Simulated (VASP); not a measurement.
## CdTe: single point with PBE

The system is CdTe.

```
Cd Te
1.0
     0.00000    3.40795    3.40795
     3.40795    0.00000    3.40795
     3.40795    3.40795    0.00000
Cd Te
1 1
Direct
  0.00000 0.00000 0.00000
  0.75000 0.75000 0.75000
```

This cell differs from its parent crystal: strain +0.030 along x and y, +0.030 along z.

- Program: VASP 6.6.1
- Task: single point
- Functional: PBE
- Potentials or basis: VASP PAW PBE potentials, release 64 (Cd, Te)
- Cutoff: 520 eV
- k mesh: 10 × 10 × 10
- Occupations: gaussian, width 0.05 eV
- Spin: no spin polarisation
- Dipole correction: no
- Further INCAR settings: ALGO = Normal; EDIFF = 1e-06; NBANDS = 16

```yaml
Pressure: -2.4 GPa
Band_gap_on_the_k_mesh: 0.33 eV
```

Levels at points of the mesh, in eV from the valence-band top:
```
           k point  band 6  band 7  band 8  band 9  band 10  band 11  band 12  band 13
(0.00, 0.00, 0.00)   -7.71    0.00    0.00    0.00     0.33     4.67     4.67     4.67
(0.50, 0.00, 0.00)   -7.47   -3.65   -0.58   -0.58     1.65     5.21     5.21     6.81
(0.50, 0.50, 0.00)   -7.38   -3.64   -1.41   -1.41     2.62     2.90     8.09     8.37
```

Run time: 76 s on 1 thread of Intel Xeon 8259CL, on a shared host, peak memory 0.24 GiB.

Caveat: the cell differs from its parent crystal (strain +0.030 along x and y, +0.030 along z); spin-orbit coupling is left out, which moves the levels of the heavy elements.
